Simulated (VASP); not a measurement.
ZnS, 16 atoms in the cell. The structure is cubic, space group F-43m (No. 216). The conventional cell has a = 5.409 Å, b = 5.409 Å, c = 5.409 Å, α = 90.00°, β = 90.00°, γ = 90.00°. Zn (site symmetry -43m) has 4 S at 2.34 Å within 3.1 Å. Within 3.1 Å of S (site symmetry -43m) lie 4 Zn at 2.34 Å. 

```yaml
Program: VASP 6.6.1
Task: single point
Functional: PBE
Potentials_or_basis: VASP PAW PBE potentials, release 64 (Zn, S)
Cutoff: 520 eV
k_mesh: 2 × 2 × 2, shifted
Occupations: gaussian, width 0.1 eV
Spin: no spin polarisation
Dipole_correction: no
Further_INCAR_settings: LREAL = Auto; ALGO = Normal; EDIFF = 1e-06; NBANDS = 86; ISYM = 0
```

Potentials or basis: VASP PAW PBE potentials, release 64 (Zn, S).

Run with:

```bash
$ cat potpaw_PBE.64/Zn/POTCAR potpaw_PBE.64/S/POTCAR > POTCAR
$ mpirun -np 1 vasp_std > vasp.out
```

Hardware: 1 thread of AMD EPYC 7R13 Processor (Zen 3) (shared host).

Task: Estimate the wall time of this run.

Result: It took 18 min on 1 thread of AMD EPYC 7R13 Processor (Zen 3), on a shared host, peak memory 0.6 GiB. Counts: scf iterations 16, k points 16.
